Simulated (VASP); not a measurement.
# Al2As (Fd-3m) in VASP: density of states with PBE

Aim: the density of states of Al2As with PBE.

All numbers are computed with VASP 6.6.1; they aren't measurements. Logs are shortened: lines on timing, memory, paths and dates and some standing lists are left out, and cuts for length are marked.

### Step 1. The cell of the first run

The structure is cubic, space group Fd-3m (No. 227). The conventional cell has a = 7.586 Å, b = 7.586 Å, c = 7.586 Å, α = 90.00°, β = 90.00°, γ = 90.00°. Al (site symmetry -3m) has 6 Al at 2.68 Å and 6 As at 3.14 Å within 3.5 Å. Within 4.1 Å of As (site symmetry -43m) lie 12 Al at 3.14 Å and 4 As at 3.28 Å.

### Step 2. Density of states, PBE

Contents of POSCAR:

```
Al2As
1.0
    0.0000000000      3.7928388791      3.7928388791
    3.7928388791      0.0000000000      3.7928388791
    3.7928388791      3.7928388791      0.0000000000
Al As
4 2
Direct
    0.6250000000      0.6250000000      0.6250000000
    0.1250000000      0.6250000000      0.6250000000
    0.6250000000      0.1250000000      0.6250000000
    0.6250000000      0.6250000000      0.1250000000
    0.0000000000      0.0000000000      0.0000000000
    0.2500000000      0.2500000000      0.2500000000
```

Contents of INCAR.step1:

```
PREC     = Accurate       # precision mode
ENCUT    = 520            # plane-wave cutoff, eV
EDIFF    = 1E-6           # SCF threshold, eV
ISMEAR   = 0              # smearing method
SIGMA    = 0.1            # smearing width, eV
LREAL    = F              # projectors in reciprocal space
LASPH    = T              # aspherical terms in the spheres
NELM     = 100            # most SCF steps
ALGO     = Normal         # electronic algorithm
ISIF     = 2              # what is computed and relaxed
LWAVE    = F              # write WAVECAR
LCHARG   = T              # write CHGCAR
GGA      = PE             # functional
NBANDS   = 20             # bands
```

Contents of KPOINTS.step1:

```
Automatic mesh
0
Gamma
  10 10 10
```

Contents of INCAR.step2:

```
PREC     = Accurate       # precision mode
ENCUT    = 520            # plane-wave cutoff, eV
EDIFF    = 1E-6           # SCF threshold, eV
ISMEAR   = -5             # smearing method
SIGMA    = 0.1            # smearing width, eV
LREAL    = F              # projectors in reciprocal space
LASPH    = T              # aspherical terms in the spheres
NELM     = 100            # most SCF steps
ALGO     = Normal         # electronic algorithm
ISIF     = 2              # what is computed and relaxed
LWAVE    = F              # write WAVECAR
LCHARG   = F              # write CHGCAR
GGA      = PE             # functional
LORBIT   = 10             # projections on sites
NEDOS    = 2001           # points of the DOS
ICHARG   = 11             # starting density
```

Contents of KPOINTS.step2:

```
Automatic mesh
0
Gamma
  15 15 15
```

Potentials or basis: VASP PAW PBE potentials, release 64 (Al, As).

Started as:

```
$ cat potpaw_PBE.64/Al/POTCAR potpaw_PBE.64/As/POTCAR > POTCAR
$ cp INCAR.step1 INCAR
$ cp KPOINTS.step1 KPOINTS
$ mpirun -np 1 vasp_std > vasp.out
$ cp INCAR.step2 INCAR
$ cp KPOINTS.step2 KPOINTS
$ mpirun -np 1 vasp_std > vasp.out
```

OUTCAR:

```text
PREC = Accurate
   ENCUT = 520
   EDIFF = 1E-6
   ISMEAR = -5
   LREAL = F
   LASPH = T
   NELM = 100
   ISIF = 2
   GGA = PE
   LORBIT = 10
   ICHARG = 11

 ion  position               nearest neighbor table
   1  0.625  0.625  0.625-   2 2.68   3 2.68   4 2.68   4 2.68   3 2.68   2 2.68
   2  0.125  0.625  0.625-   1 2.68   4 2.68   3 2.68   1 2.68   3 2.68   4 2.68
   3  0.625  0.125  0.625-   1 2.68   4 2.68   1 2.68   2 2.68   4 2.68   2 2.68
   4  0.625  0.625  0.125-   1 2.68   1 2.68   2 2.68   3 2.68   3 2.68   2 2.68
   5  0.000  0.000  0.000-
   6  0.250  0.250  0.250-

  LATTYP: Found a face centered cubic cell.
 ALAT       =     7.5856777582

  Lattice vectors:

 A1 = (   0.0000000000,   3.7928388791,   3.7928388791)
 A2 = (   3.7928388791,   0.0000000000,   3.7928388791)
 A3 = (   3.7928388791,   3.7928388791,   0.0000000000)

Analysis of symmetry for initial positions (statically):
=====================================================================
 Subroutine PRICEL returns:
 Original cell was already a primitive cell.

 Routine SETGRP: Setting up the symmetry group for a
 face centered cubic supercell.

 Subroutine GETGRP returns: Found 48 space group operations
 (whereof 24 operations were pure point group operations)
 out of a pool of 48 trial point group operations.

The static configuration has the point symmetry T_d .
 The point group associated with its full space group is O_h .

Analysis of symmetry for dynamics (positions and initial velocities):
=====================================================================
 Subroutine PRICEL returns:
 Original cell was already a primitive cell.

 Routine SETGRP: Setting up the symmetry group for a
 face centered cubic supercell.

 Subroutine GETGRP returns: Found 48 space group operations
 (whereof 24 operations were pure point group operations)
 out of a pool of 48 trial point group operations.

The dynamic configuration has the point symmetry T_d .
 The point group associated with its full space group is O_h .

 Subroutine INISYM returns: Found 48 space group operations
 (whereof 24 operations are pure point group operations),
 and found     1 'primitive' translations

----------------------------------------------------------------------------------------

                                     Primitive cell

  volume of cell :     109.1247

  direct lattice vectors                    reciprocal lattice vectors
     0.000000000  3.792838879  3.792838879    -0.131827377  0.131827377  0.131827377
     3.792838879  0.000000000  3.792838879     0.131827377 -0.131827377  0.131827377
     3.792838879  3.792838879  0.000000000     0.131827377  0.131827377 -0.131827377

  length of vectors
     5.363884183  5.363884183  5.363884183     0.228331714  0.228331714  0.228331714

  position of ions in fractional coordinates (direct lattice)
     0.625000000  0.625000000  0.625000000
     0.125000000  0.625000000  0.625000000
     0.625000000  0.125000000  0.625000000
     0.625000000  0.625000000  0.125000000
     0.000000000  0.000000000  0.000000000
     0.250000000  0.250000000  0.250000000

  ion indices of the primitive-cell ions
   primitive index   ion index
                 1           1
                 2           2
                 3           3
                 4           4
                 5           5
                 6           6

----------------------------------------------------------------------------------------

 KPOINTS: Automatic mesh

Automatic generation of k-mesh.
 Grid dimensions read from file:
 generate k-points for:   15   15   15

 Generating k-lattice:

  Cartesian coordinates                     Fractional coordinates (reciprocal lattice)
    -0.008788492  0.008788492  0.008788492     0.066666667  0.000000000  0.000000000
     0.008788492 -0.008788492  0.008788492     0.000000000  0.066666667  0.000000000
     0.008788492  0.008788492 -0.008788492     0.000000000  0.000000000  0.066666667

  Length of vectors
     0.015222114  0.015222114  0.015222114

  Shift w.r.t. Gamma in fractional coordinates (k-lattice)
     0.000000000  0.000000000  0.000000000

 TETIRR: Found    484 inequivalent tetrahedra from    20250

 Subroutine IBZKPT returns following result:
 ===========================================

 Found    120 irreducible k-points:

 Following reciprocal coordinates:
            Coordinates               Weight
  0.000000  0.000000  0.000000      1.000000
  0.066667  0.000000  0.000000      8.000000
  0.133333  0.000000  0.000000      8.000000
  0.200000  0.000000  0.000000      8.000000
  0.266667  0.000000  0.000000      8.000000
  0.333333  0.000000  0.000000      8.000000
[... 16 lines left out ...]
  0.133333  0.133333  0.000000      6.000000
  0.200000  0.133333  0.000000     24.000000
 [... further k-points ...]
   k-points           NKPTS =    120   k-points in BZ     NKDIM =    120   number of bands    NBANDS=     15
   number of dos      NEDOS =   2001   number of ions     NIONS =      6
   total plane-waves  NPLWV =  64000
   dimension x,y,z NGX =    40 NGY =   40 NGZ =   40
   dimension x,y,z NGXF=    80 NGYF=   80 NGZF=   80
   ions per type =               4   2
   NGX,Y,Z   is equivalent  to a cutoff of  12.40, 12.40, 12.40 a.u.
   NGXF,Y,Z  is equivalent  to a cutoff of  24.79, 24.79, 24.79 a.u.
 SYSTEM =  unknown system
   PREC   = accura    normal or accurate (medium, high low for compatibility)
   ISTART =      0    job   : 0-new  1-cont  2-samecut
   ICHARG =     11    charge: 1-file 2-atom 10-const
   ISPIN  =      1    spin polarized calculation?
   LNONCOLLINEAR =      F non collinear calculations
   LSORBIT =      F    spin-orbit coupling
   LASPH  =      T    aspherical Exc in radial PAW
   ENCUT  =  520.0 eV  38.22 Ry    6.18 a.u.   9.97  9.97  9.97*2*pi/ulx,y,z
   NELM   =    100;   NELMIN=  2; NELMDL=  0     # of ELM steps
   EDIFF  = 0.1E-05   stopping-criterion for ELM
   LREAL  =      F    real-space projection
   EDIFFG = 0.1E-04   stopping-criterion for IOM
   NSW    =      0    number of steps for IOM
   IBRION =     -1    ionic relax: 0-MD 1-quasi-New 2-CG
   NFREE  =      0    steps in history (QN), initial steepest desc. (CG)
   ISIF   =      2    stress and relaxation
   ISYM   =      2    0-nonsym 1-usesym 2-fastsym
   POTIM  = 0.5000    time-step for ionic-motion
   TEBEG  =    0.0;   TEEND  =   0.0 temperature during run
   PSTRESS=    0.0 pullay stress
   NELECT =      22.0000    total number of electrons
   NUPDOWN=      -1.0000    fix difference up-down
   EMIN   =  10.00;   EMAX   =-10.00  energy-range for DOS
   EFERMI =   0.00;   METHOD = LEGACY
   ISMEAR =    -5;   SIGMA  =   0.10  broadening in eV -4-tet -1-fermi 0-gaus
   EFERMI_NEDOS =   21; number of points for ismear=-14 and -15
   IALGO  =     38    algorithm
   IMIX   =      4    mixing-type and parameters
     AMIX     =   0.40;   BMIX     =  1.00
     AMIX_MAG =   1.60;   BMIX_MAG =  1.00
  volume/ion in A,a.u.               =      18.19       122.74
  Fermi-wavevector in a.u.,A,eV,Ry     =   0.959934  1.814012 12.537403  0.921473
  Thomas-Fermi vector in A             =   2.089174
   LORBIT       =     10    0 simple, 1 ext, 2 COOP (PROOUT), +10 PAW based schemes
   GGA     = PE    functional components
   LHFCALC =     F    Hartree Fock is set to
   AEXX    =    0.0000 exact exchange contribution
   IVDW    =     0    specifies the selected vdW correction
   LEPSILON=     F    determine dielectric tensor
   LRPA    =     F    only Hartree local field effects (RPA)
 non-spin polarized calculation
 Fermi weights with tetrahedron method with Bloechl corrections
  energy-cutoff  :      520.00
  volume of cell :      109.12
 maximum number of plane-waves:      2955

 number of electron      21.9999998 magnetization

 Free energy of the ion-electron system (eV)
  ---------------------------------------------------
  ext. energy  EPLUGINS =         0.00000000
  ---------------------------------------------------
  free energy    TOTEN  =       -22.57853318 eV

  energy without entropy =      -22.57853318  energy(sigma->0) =      -22.57853318

 E-fermi :   6.9499     XC(G=0): -10.2055

 val. band max:        7.0975434110   @ k =  -0.3333   0.4667   0.2000
 cond. band min:       6.8197926756   @ k =   0.1333   0.1333   0.0000
 fundamental gap:     -0.2777507354
 Fermi energy:         6.9499285275

 k-point     1 :       0.0000    0.0000    0.0000
  band No.  band energies     occupation
      1      -5.9713      2.00000
      2      -2.3308      2.00000
      3       0.0284      2.00000
      4       2.9066      2.00000
      5       3.1249      2.00000
      6       3.1249      2.00000
      7       3.1249      2.00000
      8       3.4055      2.00000
      9       3.4055      2.00000
     10       3.4055      2.00000
     11       5.4750      2.00000
     12       5.4750      2.00000
     13       5.4750      2.00000
     14       6.6522      2.00000
     15       6.6522      2.55512
[... 397 lines left out ...]
 k-point    24 :       0.2000    0.1333    0.0000
  band No.  band energies     occupation
      1      -5.7242      2.00000
      2      -2.6344      2.00000
      3      -0.4387      2.00000
      4       1.7797      2.00000
      5       1.9686      2.00000
      6       2.2196      2.00000
      7       3.5478      2.00000
      8       3.9950      2.00000
      9       4.7825      2.00000
     10       5.0296      2.00000
     11       5.0965      2.00000
     12       5.8032      2.00000
     13       6.2702      2.03168
     14       7.2056     -0.01665
     15       9.1261      0.00000

 [... further k-points ...]

------------------------ aborting loop because EDIFF is reached ----------------------------------------

  FORCE on cell =-STRESS in cart. coord.  units (eV):
  Direction    XX          YY          ZZ          XY          YZ          ZX
  --------------------------------------------------------------------------------------
  -------------------------------------------------------------------------------------
  Total       -0.0245493     -0.0245493     -0.0245493      0.0000000      0.0000000     -0.0000000
  in kB       -0.3604339     -0.3604339     -0.3604339      0.0000000      0.0000000     -0.0000000
  external PRESSURE =      -0.3604339 kB  Pullay stress =       0.0000000 kB

 VOLUME and BASIS-vectors are now :
 -----------------------------------------------------------------------------
  energy-cutoff  :      520.00
  volume of cell :      109.12
      direct lattice vectors                 reciprocal lattice vectors
     0.000000000  3.792838879  3.792838879    -0.131827377  0.131827377  0.131827377
     3.792838879  0.000000000  3.792838879     0.131827377 -0.131827377  0.131827377
     3.792838879  3.792838879  0.000000000     0.131827377  0.131827377 -0.131827377

 POSITION                                       TOTAL-FORCE (eV/Angst)
 -----------------------------------------------------------------------------------
      4.74105      4.74105      4.74105        -0.000000     -0.000000     -0.000000
      4.74105      2.84463      2.84463        -0.000000     -0.000000     -0.000000
      2.84463      4.74105      2.84463        -0.000000     -0.000000     -0.000000
      2.84463      2.84463      4.74105        -0.000000     -0.000000     -0.000000
      0.00000      0.00000      0.00000         0.000000      0.000000      0.000000
      1.89642      1.89642      1.89642        -0.000000     -0.000000     -0.000000
 -----------------------------------------------------------------------------------
    total drift:                               -0.000000     -0.000000      0.000000

  FREE ENERGIE OF THE ION-ELECTRON SYSTEM (eV)
  ---------------------------------------------------
  free  energy   TOTEN  =       -22.5785331796 eV

  energy  without entropy=      -22.5785331796  energy(sigma->0) =      -22.57853318

 total charge

# of ion       s       p       d       tot
------------------------------------------
    1        0.461   0.313   0.000   0.774
    2        0.461   0.313   0.000   0.774
    3        0.461   0.313   0.000   0.774
    4        0.461   0.313   0.000   0.774
    5        1.327   1.233   0.041   2.600
    6        1.327   1.233   0.041   2.600
--------------------------------------------------
tot          4.499   3.715   0.081   8.296
```

It took 2.4 min on 1 thread of Intel Xeon Platinum 8259CL at 2.50GHz (Skylake/Cascade Lake), shared host; peak memory 0.35 GiB.

What came out:

```
Valence electrons inside the program's atomic spheres : Al 0.77; As 2.60
```

Caveat: the bands computed are all filled at some k points, so no gap is given.
